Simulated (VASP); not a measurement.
Wanted: the native input for a VASP 6.6.1 run.

```yaml
Task: single point
Functional: PBEsol
Potentials_or_basis: VASP PAW PBE potentials, release 64 (Cd, H, O)
Cutoff: 520 eV
k_mesh: 6 × 6 × 4
Occupations: gaussian, width 0.01 eV
Spin: no spin polarisation
Dipole_correction: no
Further_INCAR_settings: ALGO = Normal; EDIFF = 1e-06; NBANDS = 21
```

The structure of CdH2O2 lies in POSCAR:

```
CdH2O2
1.0
    3.5844753464      0.0000000000      0.0000000000
   -1.7922376732      3.1042467102      0.0000000000
    0.0000000000      0.0000000000      4.7340412183
Cd H O
1 2 2
Direct
    0.0000000000      0.0000000000      0.0000000000
    0.6666666667      0.3333333333      0.5509607200
    0.3333333333      0.6666666667      0.4490392800
    0.6666666667      0.3333333333      0.7593720000
    0.3333333333      0.6666666667      0.2406280000
```

The input as run:

INCAR

```
  ALGO = Normal
  EDIFF = 1E-6
  ENCUT = 520
  GGA = PS
  ISIF = 2
  ISMEAR = 0
  LASPH = T
  LCHARG = F
  LREAL = F
  LWAVE = F
  NBANDS = 21
  NELM = 60
  PREC = Accurate
  SIGMA = 0.01
```

KPOINTS

```
k-points
0
Gamma
  6 6 4
```

Potentials or basis: VASP PAW PBE potentials, release 64 (Cd, H, O).

Command:

```console
$ cat potpaw_PBE.64/Cd/POTCAR potpaw_PBE.64/H/POTCAR potpaw_PBE.64/O/POTCAR > POTCAR
$ mpirun -np 1 vasp_std > vasp.out
```

Results of the run:

```
Pressure               : -5.7 GPa
Largest force          : 0.265 eV/Å
Band gap on the k mesh : 1.45 eV, indirect (least direct gap 1.79 eV)
```

Caveat: the PAW data sets were made with another functional, which shifts forces and pressure a little.

It took 15 s on 1 thread of Intel(R) Xeon(R) Platinum 8488C (Sapphire Rapids), on a shared host, peak memory 0.18 GiB.
